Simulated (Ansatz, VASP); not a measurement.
Two plane-wave programs on CaSe

File INCAR:

```
PREC = Accurate
ENCUT = 520
EDIFF = 1E-6
ISMEAR = 0
SIGMA = 0.05
LREAL = F
LASPH = T
NELM = 100
ALGO = Normal
ISIF = 2
LWAVE = F
LCHARG = F
GGA = CA
NBANDS = 15
```

The input KPOINTS:

```
regular mesh
0
Gamma
  6 6 6
```

Contents of POSCAR:

```
CaSe
1.0
    0.0000000000      3.3495000000      3.3990000000
    3.3495000000      0.0000000000      3.3990000000
    3.3495000000      3.3495000000      0.0000000000
Ca Se
1 1
Direct
    0.0000000000      0.0000000000      0.0000000000
    0.7500000000      0.7500000000      0.7500000000
```

Input for Ansatz:

```yaml
crystal:
  lattice:
    - [0.0, 3.3495, 3.399]
    - [3.3495, 0.0, 3.399]
    - [3.3495, 3.3495, 0.0]
  atoms:
    - { symbol: Ca, position: [0.0, 0.0, 0.0] }
    - { symbol: Se, position: [0.75, 0.75, 0.75] }
basis:
  ecutwfc: 420
kpoints:
  mp_grid: { grid: [6, 6, 6] }
hamiltonian:
  xc: lda
scf:
  occupations: { method: gaussian, width: 0.05 }
output:
  forces: true
  stress: true
  eigenvalues: true
```

Change from the starting cell: strain +0.015 along x and y, +0.030 along z, atoms carried along.

Alike in both runs: task single point; functional LDA; k mesh 6 × 6 × 6; occupations gaussian, width 0.05 eV; no spin polarisation.

|  | VASP | Ansatz |
| --- | --- | --- |
| version | VASP 6.6.1 | Ansatz 0.2.0 |
| potentials or method | VASP PAW LDA potentials, release 64 (Ca_sv, Se), cutoff 520 eV | scalar-relativistic, plane waves, PAW |
| valence electrons in the cell | 16 | 26 |

|  | VASP | Ansatz | Ansatz less VASP |
| --- | --- | --- | --- |
| gap on the k mesh at the Fermi level (eV) | 2.70 | 2.68 | -0.013 |
| least direct gap on the mesh (eV) | 2.78 | 2.77 | -0.015 |
| pressure (GPa) | -4.0 | -4.1 | -0.10 |
| traceless stress, the component that is largest in VASP (GPa) | -0.11 | -0.11 | -0.002 |

LDA's correlation is that of Perdew and Zunger in VASP and of Perdew and Wang (1992) in Ansatz. VASP's potentials hold 16 valence electrons a cell and Ansatz's 26, so a difference there can come from the potentials and not from the codes.
